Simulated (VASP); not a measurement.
Os, 2 atoms in the cell. The typed cell holds 2 atoms: a = 2.734 Å, b = 2.734 Å, c = 4.320 Å, α = 90.00°, β = 90.00°, γ = 120.00°.  This cell differs from its parent crystal: atom 1 (Os) moved by (-0.100, -0.100) A along x and z.

| Property | Result |
| --- | --- |
| Program | VASP 6.6.1 |
| Task | single point |
| Functional | PBE |
| Potentials or basis | VASP PAW PBE potentials, release 64 (Os) |
| Cutoff | 520 eV |
| k mesh | 18 × 18 × 12 |
| Occupations | gaussian, width 0.15 eV |
| Spin | no spin polarisation |
| Dipole correction | no |
| Further INCAR settings | ALGO = Fast; EDIFF = 1e-07; NBANDS = 15 |

Potentials or basis: VASP PAW PBE potentials, release 64 (Os).

Run with:

```console
$ cat potpaw_PBE.64/Os/POTCAR > POTCAR
$ mpirun -np 1 vasp_std > vasp.out
```

Hardware: 1 thread of Oxide Virtual Turin-like Processor, on a shared host.

Estimate the wall time of this run.

It took 9.5 min on 1 thread of Oxide Virtual Turin-like Processor, on a shared host, peak memory 0.71 GiB. Counts: scf iterations 16, k points 1948.
